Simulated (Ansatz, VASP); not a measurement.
**Two plane-wave programs on Ge**

```xyz
4
Lattice="0.0000 -2.8379 -2.8379 0.0000 2.8379 -2.8379 5.6757 0.0000 0.0000" Properties=species:S:1:pos:R:3 pbc="T T T"
Ge    0.0000   -0.0605   -2.9075
Ge    2.8379    0.0605    0.0296
Ge    1.4189    1.3693   -1.4595
Ge    4.2568   -1.3693   -1.3384
```

Change from the starting cell: mode 4 frozen in at -0.078 Å and mode 12 at -0.020 Å (largest displacements).

Alike in both runs: task single point; functional PBEsol; k mesh 12 × 12 × 8; occupations gaussian, width 0.15 eV; no spin polarisation.

```csv
,VASP,Ansatz
version,VASP 6.6.1,Ansatz 0.2.0
potentials or method,"VASP PAW PBE potentials, release 64 (Ge_d), cutoff 520 eV","scalar-relativistic, plane waves, PAW"
valence electrons in the cell,56,56
```

Ansatz gave:

```
gap on the k mesh at the Fermi level (eV)                     : none
pressure (GPa)                                                : 0.0
traceless stress, the component that is largest in VASP (GPa) : -1.16
rms of the force components (eV/Å)                            : 0.258
```

Question: Estimate VASP's values.

Answer: gap on the k mesh at the Fermi level (eV): none; pressure (GPa): -0.3; traceless stress, the component that is largest in VASP (GPa): -1.15; rms of the force components (eV/Å): 0.257.

VASP's potentials were made for PBE, not for PBEsol, and Ansatz warns of the same on its side. Atom by atom the forces differ by 0.001 eV/Å (rms over components). A gap of «none» marks a metal or a gap that the smearing closes.
